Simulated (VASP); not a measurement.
A run of VASP 6.6.1:

INCAR

```
SYSTEM = In3As
PREC     = Accurate       ! precision mode
ENCUT    = 520            ! plane-wave cutoff, eV
EDIFF    = 1E-7           ! SCF threshold, eV
ISMEAR   = -1             ! smearing method
SIGMA    = 0.05           ! smearing width, eV
LREAL    = .FALSE.        ! projectors in reciprocal space
LASPH    = .TRUE.         ! aspherical terms in the spheres
NELM     = 80             ! most SCF steps
ALGO     = Normal         ! electronic algorithm
ISIF     = 2              ! what is computed and relaxed
LWAVE    = .FALSE.        ! write WAVECAR
LCHARG   = .FALSE.        ! write CHGCAR
GGA      = PS             ! functional
IVDW     = 13             ! dispersion correction
NBANDS   = 30             ! bands
```

File KPOINTS:

```
Automatic mesh
0
G
  6 6 6
  0 0 0
```

Contents of POSCAR:

```
In3As
1.0
    4.5424414001      0.0000000000      0.0000000000
    0.0000000000      4.5424414001      0.0000000000
    0.0000000000      0.0000000000      4.5424414001
In As
3 1
Direct
    0.5000000000      0.5000000000      0.0000000000
    0.5000000000      0.0000000000      0.5000000000
    0.0000000000      0.5000000000      0.5000000000
    0.0000000000      0.0000000000      0.0000000000
```

Potentials or basis: VASP PAW PBE potentials, release 64 (In_d, As).

Launch:

```bash
$ cat potpaw_PBE.64/In_d/POTCAR potpaw_PBE.64/As/POTCAR > POTCAR
$ mpirun -np 1 vasp_std > vasp.out
```

Hardware: 1 thread of Intel(R) Xeon(R) 6975P-C (Granite Rapids), with other jobs on the host.

**Question.** Estimate the wall time of this run.

**Answer.** Wall time 22 s on 1 thread of Intel(R) Xeon(R) 6975P-C (Granite Rapids), with other jobs on the host, peak memory 0.21 GiB. Counts: scf iterations 13, k points 20.
